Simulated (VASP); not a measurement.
# ScGa4 (P4/mmm) in VASP: notebook, part 2 of 2

VASP 6.6.1. The steps go on from the part before.

## Step 3: Relaxation of cell and atoms, PBE

This run uses another cell than the first one, of 18.50 Å³/atom.

Contents of INCAR:

```
SYSTEM = ScGa4
PREC     = Accurate       ! precision mode
ENCUT    = 600            ! plane-wave cutoff, eV
EDIFF    = 1E-6           ! SCF threshold, eV
ISMEAR   = 0              ! smearing method
SIGMA    = 0.1            ! smearing width, eV
LREAL    = .False.        ! projectors in reciprocal space
LASPH    = .True.         ! aspherical terms in the spheres
NELM     = 80             ! most SCF steps
ALGO     = Fast           ! electronic algorithm
ISIF     = 3              ! what is computed and relaxed
LWAVE    = .False.        ! write WAVECAR
LCHARG   = .False.        ! write CHGCAR
GGA      = PE             ! functional
IBRION   = 2              ! ionic algorithm
NSW      = 90             ! ionic steps
EDIFFG   = -0.04          ! ionic threshold
```

Contents of KPOINTS:

```
regular mesh
0
Gamma
  4 4 6
  0 0 0
```

Contents of POSCAR:

```
ScGa4
1.0
    6.0664885000      0.0000000000      0.0000000000
    0.0000000000      6.0664885000      0.0000000000
    0.0000000000      0.0000000000      2.5136040700
Sc Ga
1 4
Direct
    0.0000000000      0.0000000000      0.5000000000
    0.2070418300      0.5000000000      0.0000000000
    0.7929581700      0.5000000000      0.0000000000
    0.5000000000      0.2070418300      0.0000000000
    0.5000000000      0.7929581700      0.0000000000
```

Potentials or basis: VASP PAW PBE potentials, release 64 (Sc_sv, Ga_d).

Started as:

```
> cat potpaw_PBE.64/Sc_sv/POTCAR potpaw_PBE.64/Ga_d/POTCAR > POTCAR
> mpirun -np 1 vasp_std > vasp.out
```

OUTCAR:

```text
SYSTEM = ScGa4
   PREC = Accurate
   ENCUT = 600
   EDIFF = 1E-6
   ISMEAR = 0
   LREAL = .False.
   LASPH = .True.
   NELM = 80
   ISIF = 3
   GGA = PE
   IBRION = 2
   NSW = 90
   EDIFFG = -0.04

 ion  position               nearest neighbor table
   1  0.000  0.000  0.500-
   2  0.207  0.500  0.000-   3 2.51   4 2.51   5 2.51
   3  0.793  0.500  0.000-   2 2.51   4 2.51   5 2.51
   4  0.500  0.207  0.000-   5 2.51   3 2.51   2 2.51
   5  0.500  0.793  0.000-   4 2.51   3 2.51   2 2.51

  LATTYP: Found a simple tetragonal cell.
 ALAT       =     6.0664885000
 C/A-ratio  =     0.4143425097

  Lattice vectors:

 A1 = (   6.0664885000,   0.0000000000,   0.0000000000)
 A2 = (   0.0000000000,   6.0664885000,   0.0000000000)
 A3 = (   0.0000000000,   0.0000000000,   2.5136040700)

Analysis of symmetry for initial positions (statically):
=====================================================================
 Subroutine PRICEL returns:
 Original cell was already a primitive cell.

 Routine SETGRP: Setting up the symmetry group for a
 simple tetragonal supercell.

 Subroutine GETGRP returns: Found 16 space group operations
 (whereof 16 operations were pure point group operations)
 out of a pool of 16 trial point group operations.

The static configuration has the point symmetry D_4h.

Analysis of symmetry for dynamics (positions and initial velocities):
=====================================================================
 Subroutine PRICEL returns:
 Original cell was already a primitive cell.

 Routine SETGRP: Setting up the symmetry group for a
 simple tetragonal supercell.

 Subroutine GETGRP returns: Found 16 space group operations
 (whereof 16 operations were pure point group operations)
 out of a pool of 16 trial point group operations.

The dynamic configuration has the point symmetry D_4h.

 Subroutine INISYM returns: Found 16 space group operations
 (whereof 16 operations are pure point group operations),
[... 124 lines left out ...]
  Thomas-Fermi vector in A             =   2.559093
   LORBIT       =      0    0 simple, 1 ext, 2 COOP (PROOUT), +10 PAW based schemes
   GGA     = PE    functional components
   LHFCALC =     F    Hartree Fock is set to
   AEXX    =    0.0000 exact exchange contribution
   IVDW    =     0    specifies the selected vdW correction
   LEPSILON=     F    determine dielectric tensor
   LRPA    =     F    only Hartree local field effects (RPA)
 conjugate gradient relaxation of ions
 non-spin polarized calculation
 RMM-DIIS sequential band-by-band and
 Gauss-broadening in eV      SIGMA  =   0.10
  energy-cutoff  :      600.00
  volume of cell :       92.51
 maximum number of plane-waves:      3114
   NGX = 25   NGY = 25   NGZ = 11

--------------------------------------- Ionic step        1  -------------------------------------------

 number of electron      63.0000071 magnetization

 Free energy of the ion-electron system (eV)
  ---------------------------------------------------
  ext. energy  EPLUGINS =         0.00000000
  ---------------------------------------------------
  free energy    TOTEN  =       -16.59074637 eV

  energy without entropy =      -16.55809403  energy(sigma->0) =      -16.57442020

------------------------ aborting loop because EDIFF is reached ----------------------------------------

  FORCE on cell =-STRESS in cart. coord.  units (eV):
  Direction    XX          YY          ZZ          XY          YZ          ZX
  --------------------------------------------------------------------------------------
  -------------------------------------------------------------------------------------
  Total        1.3257171      1.3257171     12.2336552      0.0000000      0.0000000      0.0000000
  in kB       22.9609478     22.9609478    211.8825502      0.0000000      0.0000000      0.0000000
  external PRESSURE =      85.9348153 kB  Pullay stress =       0.0000000 kB
[... 104 lines left out ...]
--------------------------------------- Ionic step        4  -------------------------------------------

 number of electron      62.9999945 magnetization

 E-fermi :   4.0316     XC(G=0):  -9.9747

 val. band max:        4.0076040163   @ k =   0.0000   0.0000   0.0000
 cond. band min:       4.0386962919   @ k =   0.2500   0.0000   0.0000
 fundamental gap:      0.0310922756
 Fermi energy:         4.0315545088

 k-point     1 :       0.0000    0.0000    0.0000
  band No.  band energies     occupation
      1     -46.4263      2.00000
      2     -25.1159      2.00000
      3     -25.1159      2.00000
      4     -24.6391      2.00000
      5     -11.1600      2.00000
      6     -10.9698      2.00000
[... 1143 lines left out ...]
--------------------------------------- Ionic step        9  -------------------------------------------

 number of electron      62.9999943 magnetization

 Free energy of the ion-electron system (eV)
  ---------------------------------------------------
  ext. energy  EPLUGINS =         0.00000000
  ---------------------------------------------------
  free energy    TOTEN  =       -17.77062139 eV

  energy without entropy =      -17.75784065  energy(sigma->0) =      -17.76423102

 E-fermi :   5.0418     XC(G=0): -10.5140

 val. band max:        5.0257209369   @ k =   0.0000   0.0000   0.3333
 cond. band min:       5.0542430165   @ k =   0.2500   0.2500   0.0000
 fundamental gap:      0.0285220796
 Fermi energy:         5.0417868441

 k-point     1 :       0.0000    0.0000    0.0000
  band No.  band energies     occupation
      1     -45.3251      2.00000
      2     -24.0200      2.00000
      3     -24.0200      2.00000
      4     -23.5407      2.00000
      5     -10.5101      2.00000
      6     -10.2405      2.00000
[... 981 lines left out ...]
  FREE ENERGIE OF THE ION-ELECTRON SYSTEM (eV)
  ---------------------------------------------------
  free  energy   TOTEN  =       -17.7706213890 eV

  energy  without entropy=      -17.7578406479  energy(sigma->0) =      -17.76423102

 reached required accuracy - stopping structural energy minimisation
```

CONTCAR:

```text
ScGa4
   1.00000000000000
     5.8542642192478276   -0.0000000000000000    0.0000000000000000
     0.0000000000000000    5.8542642192478276   -0.0000000000000000
     0.0000000000000000   -0.0000000000000000    2.9924696612047077
  Sc              Ga
     1     4
Direct
     1.0000000000000000    0.0000000000000000    0.5000000000000000
     0.2016797076628377    0.5000000000000000    0.0000000000000000
     0.7983202923371624    0.5000000000000000    0.0000000000000000
     0.5000000000000000    0.2016797076628377    0.0000000000000000
     0.5000000000000000    0.7983202923371624    0.0000000000000000

  0.00000000E+00  0.00000000E+00  0.00000000E+00
  0.00000000E+00  0.00000000E+00  0.00000000E+00
  0.00000000E+00  0.00000000E+00  0.00000000E+00
  0.00000000E+00  0.00000000E+00  0.00000000E+00
  0.00000000E+00  0.00000000E+00  0.00000000E+00
```

It took 14 min on 1 thread of Intel Xeon Platinum 8488C (Sapphire Rapids), shared host; peak memory 0.26 GiB.

What came out:

| Quantity | Value |
| --- | --- |
| Free energy | -17.7706 eV |
| Relaxed volume | 20.51 Å³/atom |
| Relaxed cell | a = 5.854 Å, b = 5.854 Å, c = 2.992 Å, α = 90.00°, β = 90.00°, γ = 90.00° |
| Space group after relaxing (to 0.1 Å) | P4/mmm (No. 123) |
| Energy gained by relaxing | 236.0 meV/atom |
| Ionic steps | 9 |
| Pressure after relaxing | -0.1 GPa |
| Largest force after relaxing | 0.024 eV/Å |
| Band gap on the k mesh | zero (an odd number of electrons rules out a gap without spin polarisation) |

Forces on the atoms (eV/Å):
```
Sc   0.000  0.000  0.000
Ga  -0.024  0.000  0.000
Ga   0.024  0.000  0.000
Ga   0.000 -0.024  0.000
Ga   0.000  0.024  0.000
```

Step by step:
```csv
step,energy change (eV),largest force (eV/Å),pressure (GPa),volume (Å³)
1,0.0000,0.6291,8.59,92.51
2,-0.8757,0.0153,-1.82,106.09
3,-0.9062,0.1292,-3.15,109.22
4,-0.8565,0.2905,-5.11,115.56
5,-0.9086,0.1713,-3.68,110.65
6,-1.1575,0.1333,-1.77,106.00
7,-1.1610,0.1268,-1.40,105.43
8,-1.1609,0.1280,-1.48,105.54
9,-1.1799,0.0237,-0.11,102.56
```

Final structure:
```
Sc Ga
1.0
     5.85426    0.00000    0.00000
     0.00000    5.85426    0.00000
     0.00000    0.00000    2.99247
Sc Ga
1 4
Direct
  0.00000 0.00000 0.50000
  0.20168 0.50000 0.00000
  0.79832 0.50000 0.00000
  0.50000 0.20168 0.00000
  0.50000 0.79832 0.00000
```

Levels at points of the mesh, in eV from the Fermi level:
| k point | band 29 | band 30 | band 31 | band 32 | band 33 | band 34 |
| --- | --- | --- | --- | --- | --- | --- |
| (0.00, 0.00, 0.00) | -4.25 | -1.92 | -0.99 | 0.30 | 0.30 | 1.57 |
| (0.50, 0.00, 0.00) | -2.99 | -2.66 | -0.99 | 0.89 | 1.01 | 1.11 |
| (0.50, 0.50, 0.00) | -0.57 | -0.57 | -0.49 | -0.21 | -0.14 | 0.41 |
| (0.00, 0.00, 0.50) | -3.34 | -1.83 | -1.34 | -0.03 | -0.03 | 0.22 |
| (0.50, 0.00, 0.50) | -2.97 | -2.65 | -1.75 | -0.38 | 0.46 | 0.59 |
| (0.50, 0.50, 0.50) | -2.61 | -2.61 | -1.84 | 0.60 | 0.60 | 0.61 |

Caveat: the k points lie up to 0.35 Å⁻¹ apart in the final cell, too coarse for converged energies and pressures of a metal; a cell axis changed by over 15 % at a fixed basis, so the end point is rough.

## Step 4: Single point, PBE

This run uses another cell than the first one, of 20.54 Å³/atom.

Contents of INCAR:

```
  ALGO = Fast
  EDIFF = 1E-7
  ENCUT = 520
  GGA = PE
  ISIF = 2
  ISMEAR = 0
  LASPH = T
  LCHARG = T
  LELF = T
  LREAL = F
  LVHAR = T
  LWAVE = F
  NBANDS = 40
  NELM = 60
  PREC = Accurate
  SIGMA = 0.1
```

Contents of KPOINTS:

```
k-points
0
Gamma
  6 6 12
```

Contents of POSCAR:

```
ScGa4
1.0
    5.8519470971      0.0000000000      0.0000000000
    0.0000000000      5.8519470971      0.0000000000
    0.0000000000      0.0000000000      2.9982855433
Sc Ga
1 4
Direct
    0.0000000000      0.0000000000      0.5000000000
    0.2017756403      0.5000000000      0.0000000000
    0.7982243597      0.5000000000      0.0000000000
    0.5000000000      0.2017756403      0.0000000000
    0.5000000000      0.7982243597      0.0000000000
```

Started as:

```
> cat potpaw_PBE.64/Sc_sv/POTCAR potpaw_PBE.64/Ga_d/POTCAR > POTCAR
> mpirun -np 1 vasp_std > vasp.out
```

Wall time 6.2 min (1 thread of Intel Xeon Platinum 8488C (Sapphire Rapids), shared host); peak memory 0.38 GiB.

The run converged. Its results:

```yaml
Free_energy: -17.7269 eV
Pressure: 0.1 GPa
Band_gap_on_the_k_mesh: zero (an odd number of electrons rules out a gap without spin polarisation)
```

Stress tensor (GPa, compression positive):
```
0.20 0.00 0.00
0.00 0.20 0.00
0.00 0.00 0.01
```

Levels at points of the mesh, in eV from the Fermi level:
```tsv
k point	band 29	band 30	band 31	band 32	band 33	band 34
(0.00, 0.00, 0.00)	-4.27	-1.94	-1.05	0.28	0.28	1.51
(0.50, 0.00, 0.00)	-3.02	-2.70	-1.03	0.85	0.99	1.06
(0.50, 0.50, 0.00)	-0.59	-0.59	-0.55	-0.22	-0.17	0.37
(0.00, 0.00, 0.50)	-3.38	-1.87	-1.37	-0.05	-0.05	0.17
(0.50, 0.00, 0.50)	-3.00	-2.69	-1.79	-0.41	0.42	0.53
(0.50, 0.50, 0.50)	-2.64	-2.64	-1.89	0.54	0.54	0.56
```

## Step 5: The runs side by side

| task | cell | k mesh | cutoff (eV) | gap on the mesh (eV) | pressure (GPa) |
| --- | --- | --- | --- | --- | --- |
| single point | a = 5.845, b = 5.845, c = 2.985 Å, 5 atoms, atomic positions A | 4 × 4 × 6 | 520 | none | 0.3 |
| relaxation of cell and atoms | relaxed from a = 6.066, b = 6.066, c = 2.514 Å, 5 atoms, atomic positions B | 4 × 4 × 6 | 600 | none | -0.1 |
| single point | a = 5.852, b = 5.852, c = 2.998 Å, 5 atoms, atomic positions A | 6 × 6 × 12 | 520 | none | 0.1 |

Alike in all rows: level PBE; potentials or basis VASP PAW PBE potentials, release 64 (Sc_sv, Ga_d); no spin polarisation; smearing gaussian 0.1 eV.

Caveats: some runs use coarse meshes; a cell axis changed by over 15 % at a fixed basis, so the end point is rough (at least some runs).

Total energies depend on the potentials used, so only differences within one code and one set of settings carry meaning.
